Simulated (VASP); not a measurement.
Runs of VASP 6.6.1 on GeF5. The structure is that of space group P6/mmm (No. 191), or close to it. The cells are those of the table. 

```tsv
task	cell	k mesh	cutoff (eV)	gap on the mesh (eV)	pressure (GPa)	relaxed volume (Å³/atom)
relaxation of cell and atoms	relaxed from a = 4.006, b = 4.006, c = 5.894 Å, angles 90.0, 90.0, 120.0°, 6 atoms	12 × 12 × 6	600	none	0.0	13.49
single point	a = 4.855, b = 4.855, c = 3.951 Å, angles 90.0, 90.0, 120.0°, 6 atoms	6 × 6 × 4	520	none	(a)	-
relaxation of cell and atoms	relaxed from a = 4.855, b = 4.855, c = 3.951 Å, angles 90.0, 90.0, 120.0°, 6 atoms	6 × 6 × 4	600	none	0.2	11.61
single point	a = 4.006, b = 4.006, c = 5.894 Å, angles 90.0, 90.0, 120.0°, 6 atoms	6 × 6 × 4	520	none	-0.3	-
single point	a = 4.005, b = 4.005, c = 5.956 Å, angles 90.0, 90.0, 120.0°, 6 atoms	12 × 12 × 6	520	none	-0.3	-
```

Alike in all rows: level PBE; potentials or basis VASP PAW PBE potentials, release 64 (Ge_d, F); no spin polarisation; smearing gaussian 0.1 eV.

Task: Estimate the missing entries.

Result: (a) -6.8.

Caveats: some runs use coarse meshes; an odd number of electrons without spin polarisation forces a metal; a magnetic or distorted state may lie lower.

A k mesh can miss the band edges, and the runs leave out spin-orbit coupling on Ge.

A gap of «none» marks levels without a gap at the run's occupations.
